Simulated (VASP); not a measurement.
# Ru: single point with PBE

System: Ru, a slab with vacuum.

```
CELL_PARAMETERS angstrom
2.72074 0.00000 0.00000
-1.36037 2.35623 0.00000
0.00000 0.00000 26.74010
ATOMIC_POSITIONS crystal
Ru 0.83333 0.16667 0.30198
Ru 0.16667 0.83333 0.37903
Ru 0.83333 0.16667 0.45937
Ru 0.16667 0.83333 0.54063
Ru 0.83333 0.16667 0.62097
Ru 0.16667 0.83333 0.69802
```

```json
{
  "Program": "VASP 6.6.1",
  "Task": "single point",
  "Functional": "PBE",
  "Potentials or basis": "VASP PAW PBE potentials, release 64 (Ru_pv)",
  "Cutoff": "520 eV",
  "k mesh": "14 × 14 × 1",
  "Occupations": "fermi-dirac, width 0.08 eV",
  "Spin": "no spin polarisation"
}
```

```yaml
Largest_force: 0.013 eV/Å
Band_gap_on_the_k_mesh: zero (bands 42 and 43 overlap by 2.44 eV)
```

Forces on the atoms (eV/Å):
```
Ru   0.000  0.000 -0.013
Ru   0.000  0.000  0.009
Ru   0.000  0.000  0.002
Ru   0.000  0.000 -0.002
Ru   0.000  0.000 -0.009
Ru   0.000  0.000  0.013
```

Levels at points of the mesh, in eV from the Fermi level:
```
           k point  band 38  band 39  band 40  band 41  band 42  band 43  band 44  band 45
(0.00, 0.00, 0.00)    -1.98    -1.97    -1.97    -1.09    -1.09    -0.82    -0.53    -0.53
(0.50, 0.00, 0.00)    -0.27     0.69     0.82     1.15     1.33     1.34     1.57     1.59
```

It took 11 min on 1 thread of Intel Xeon 8259CL, on a shared host, peak memory 0.35 GiB.
